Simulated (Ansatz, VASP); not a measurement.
## ZrO2 in VASP and in Ansatz

```xyz
6
Lattice="3.6010 0.0000 0.0000 0.0000 3.6010 0.0000 0.0000 0.0000 5.2272" Properties=species:S:1:pos:R:3 pbc="T T T"
Zr    0.0000    0.0000    0.0000
Zr    1.8005    1.8005    2.6136
O     0.0000    1.8005    1.5840
O     0.0000    1.8005    4.1976
O     1.8005    0.0000    3.6432
O     1.8005    0.0000    1.0296
```

Alike in both runs: task single point; functional PBE; k mesh 8 × 8 × 6; non-collinear spin, spin-orbit coupling.

```csv
,VASP,Ansatz
version,VASP 6.6.1,Ansatz 0.2.0
potentials or method,"VASP PAW PBE potentials, release 64 (Zr_sv, O)","plane waves, PAW"
plane-wave cutoff (eV),600,420
occupations,"gaussian, width 0.01 eV",fixed
valence electrons in the cell,48,48
```

|  | VASP | Ansatz | Ansatz less VASP |
| --- | --- | --- | --- |
| pressure (GPa) | 4.0 | 3.8 | -0.12 |
| traceless stress, the component that is largest in VASP (GPa) | -0.14 | -0.07 | +0.069 |
| rms of the force components (eV/Å) | 0.017 | 0.009 | -0.0087 |

Atom by atom the forces differ by 0.009 eV/Å (rms over components).
